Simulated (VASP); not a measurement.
Write the native input for VASP 6.6.1 that does the following.

```
Task                   : single point
Functional             : PBEsol
Potentials or basis    : VASP PAW PBE potentials, release 64 (Cs_sv)
Cutoff                 : 500 eV
k mesh                 : 14 × 14 × 14
Occupations            : gaussian, width 0.1 eV
Spin                   : no spin polarisation
Dipole correction      : no
Further INCAR settings : ALGO = Normal; EDIFF = 1e-06; NBANDS = 10
```

The structure of Cs lies in POSCAR:

```
Cs
1.0
   -2.6459422367      2.6459422367      3.9018799316
    2.6459422367     -2.6459422367      3.9018799316
    2.6459422367      2.6459422367     -3.9018799316
Cs
1
Direct
    0.0000000000      0.0000000000      0.0000000000
```

These files were run (other wordings do the same):

INCAR

```
ALGO = Normal ; EDIFF = 1E-6
ENCUT = 500 ; GGA = PS
GGA_COMPAT = False ; ISIF = 2
ISMEAR = 0 ; LASPH = True
LCHARG = True ; LELF = True
LREAL = False ; LVHAR = True
LWAVE = False ; NBANDS = 10
NELM = 120 ; PREC = Accurate
SIGMA = 0.1
```

KPOINTS

```
k-points
0
Gamma
  14 14 14
```

Potentials or basis: VASP PAW PBE potentials, release 64 (Cs_sv).

Launch:

```bash
$ cat potpaw_PBE.64/Cs_sv/POTCAR > POTCAR
$ mpirun -np 1 vasp_std > vasp.out
```

Results of the run:

```
Pressure               : 0.0 GPa
Band gap on the k mesh : zero (an odd number of electrons rules out a gap without spin polarisation)
```

Caveat: the PAW data sets were made with another functional, which shifts forces and pressure a little; spin-orbit coupling is left out, which moves the levels of the heavy elements.

Run time: 2.9 min on 1 thread of Intel(R) Xeon(R) Platinum 8259CL CPU @ 2.50GHz (Skylake/Cascade Lake) (shared host), peak memory 0.4 GiB.
